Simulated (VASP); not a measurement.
Set up this calculation in VASP 6.6.1, as the native input.

```
Task                   : single point
Functional             : PBE
Potentials or basis    : VASP PAW PBE potentials, release 64 (Ni, O)
Cutoff                 : 520 eV
k mesh                 : 10 × 10 × 10
Occupations            : fermi-dirac, width 0.05 eV
Spin                   : collinear spin, ferromagnetic start
Starting moments       : [1.0, 0.0] μB
Dipole correction      : no
Further INCAR settings : ALGO = Normal; EDIFF = 1e-06; NBANDS = 19
```

The structure of NiO lies in POSCAR:

```
NiO
1.0
    0.0000000000      2.2701153550      2.2701153550
    2.2701153550      0.0000000000      2.2701153550
    2.2701153550      2.2701153550      0.0000000000
Ni O
1 1
Direct
    0.0000000000      0.0000000000      0.0000000000
    0.7500000000      0.7500000000      0.7500000000
```

The input as run:

INCAR

```
PREC = Accurate ; ENCUT = 520
EDIFF = 1E-6 ; ISMEAR = -1
SIGMA = 0.05 ; LREAL = F
LASPH = T ; NELM = 150
ALGO = Normal ; ISIF = 2
LWAVE = F ; LCHARG = F
ISPIN = 2 ; MAGMOM = 1 0
LORBIT = 11 ; LMAXMIX = 4
GGA = PE ; NBANDS = 19
```

KPOINTS

```
Automatic mesh
0
Gamma
  10 10 10
```

Potentials or basis: VASP PAW PBE potentials, release 64 (Ni, O).

Run with:

```console
$ cat potpaw_PBE.64/Ni/POTCAR potpaw_PBE.64/O/POTCAR > POTCAR
$ mpirun -np 1 vasp_std > vasp.out
```

Results of the run:

| Item | Value |
| --- | --- |
| Pressure | -4.9 GPa |
| Net moment | 1.96 μB per cell |
| Site moments | Ni +1.53; O +0.37 μB |
| Valence electrons inside the program's atomic spheres | Ni 9.03; O 4.96 |

Caveat: the cell stands under tension; a cell with one magnetic atom can't hold antiferromagnetic order, which such compounds often take.

It took 17 s on 1 thread of Intel(R) Xeon(R) 6975P-C (Granite Rapids), on a shared host, peak memory 0.16 GiB.
